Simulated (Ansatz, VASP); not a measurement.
## One calculation of InGa2As3, two programs

```
In Ga As
1.0
    -2.04700    6.14000    2.89500
     2.04700   -6.14000    2.89500
     2.04700    6.14000   -2.89500
In Ga As
1 2 3
Cartesian
  0.0000 0.0000 0.0000
  0.0000 8.1867 0.0000
  0.0000 4.0933 0.0000
  2.0470 4.0933 -1.4475
  0.0000 2.0467 1.4475
  0.0000 6.1400 1.4475
```

Alike in both runs: task relaxation of cell and atoms; functional PBE; k mesh 5 × 5 × 5; occupations gaussian, width 0.2 eV; no spin polarisation.

|  | VASP | Ansatz |
| --- | --- | --- |
| version | VASP 6.6.1 | Ansatz 0.2.0 |
| potentials or method | VASP PAW PBE potentials, release 64 (In_d, Ga_d, As), cutoff 600 eV | scalar-relativistic, plane waves, PAW |
| valence electrons in the cell | 54 | 84 |

```csv
,VASP,Ansatz,Ansatz less VASP
relaxed volume (Å³/atom),25.67,25.67,-0.006
relaxed cell length with the largest relative difference (Å),7.225,7.226,+0.0009
```

VASP's potentials hold 54 valence electrons a cell and Ansatz's 84, so a difference there can come from the potentials and not from the codes.

The k mesh is coarse, so the values compare programs but aren't converged.
